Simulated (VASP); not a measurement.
Wanted: the native input for a VASP 6.6.1 run.

* Task: single point
* Functional: r2SCAN
* Potentials or basis: VASP PAW PBE potentials, release 64 (Gd, N)
* Cutoff: 520 eV
* k mesh: 6 × 6 × 4
* Occupations: gaussian, width 0.05 eV
* Spin: collinear spin, antiferromagnetic start
* Starting moments: [7.0, -7.0, 0.0, 0.0] μB
* Hubbard terms: Gd f U = 2.5 eV
* Dipole correction: no
* Further INCAR settings: ALGO = Normal; EDIFF = 1e-06; NBANDS = 35

GdN:

```
CELL_PARAMETERS angstrom
3.72886 0.00000 0.00000
-1.86443 3.22929 0.00000
0.00000 0.00000 5.19712
ATOMIC_POSITIONS crystal
Gd 0.00000 0.00000 0.00000
Gd 0.00000 0.00000 0.50000
N 0.33333 0.66667 0.25000
N 0.66667 0.33333 0.75000
```

One way to write it, as run:

POSCAR

```
GdN
1.0
    3.7288608900      0.0000000000      0.0000000000
   -1.8644304400      3.2292882600      0.0000000000
    0.0000000000      0.0000000000      5.1971191800
Gd N
2 2
Direct
    0.0000000000      0.0000000000      0.0000000000
    0.0000000000      0.0000000000      0.5000000000
    0.3333333333      0.6666666667      0.2500000000
    0.6666666667      0.3333333333      0.7500000000
```

INCAR.step1

```
PREC = Accurate
ENCUT = 520
ISMEAR = 0
SIGMA = 0.05
LREAL = F
LASPH = T
NELM = 150
ISPIN = 2
MAGMOM = 7 -7 0 0
LMAXMIX = 6
LDAU = T
LDAUTYPE = 2
LDAUL = 3 -1
LDAUU = 2.5 0
LDAUJ = 0 0
NBANDS = 35
GGA = PE
ALGO = Normal
EDIFF = 1E-4
LWAVE = T
LCHARG = F
```

INCAR.step2

```
PREC = Accurate
ENCUT = 520
EDIFF = 1E-6
ISMEAR = 0
SIGMA = 0.05
LREAL = F
LASPH = T
NELM = 150
ALGO = Normal
ISIF = 2
LWAVE = F
LCHARG = F
ISPIN = 2
MAGMOM = 7 -7 0 0
LORBIT = 11
LMAXMIX = 6
LDAU = T
LDAUTYPE = 2
LDAUL = 3 -1
LDAUU = 2.5 0
LDAUJ = 0 0
LDAUPRINT = 1
METAGGA = R2SCAN
LMIXTAU = T
NBANDS = 35
ISTART = 1
```

KPOINTS

```
regular mesh
0
Gamma
  6 6 4
```

Potentials or basis: VASP PAW PBE potentials, release 64 (Gd, N).

Launch:

```sh
$ cat potpaw_PBE.64/Gd/POTCAR potpaw_PBE.64/N/POTCAR > POTCAR
$ cp INCAR.step1 INCAR
$ mpirun -np 1 vasp_std > vasp.out
$ cp INCAR.step2 INCAR
$ mpirun -np 1 vasp_std > vasp.out
```

Results of the run:

```
Pressure                                              : 2.4 GPa
Band gap on the k mesh                                : 0.13 eV (least direct gap 0.31 eV)
Net moment                                            : 0.00 μB per cell
Site moments                                          : Gd +6.78, -6.78; N +0.00 μB
Valence electrons inside the program's atomic spheres : Gd 15.31; N 3.65
```

Caveat: the stress differs along the axes, from -24 to 56 GPa; the antiferromagnetic order is the one typed at the start, and another may lie lower; the PAW data sets were made with another functional, which shifts forces and pressure a little; spin-orbit coupling is left out, which moves the levels of the heavy elements.

Wall time 8.1 min on 1 thread of AMD EPYC 7R13 Processor (Zen 3), on a shared host, peak memory 0.23 GiB.
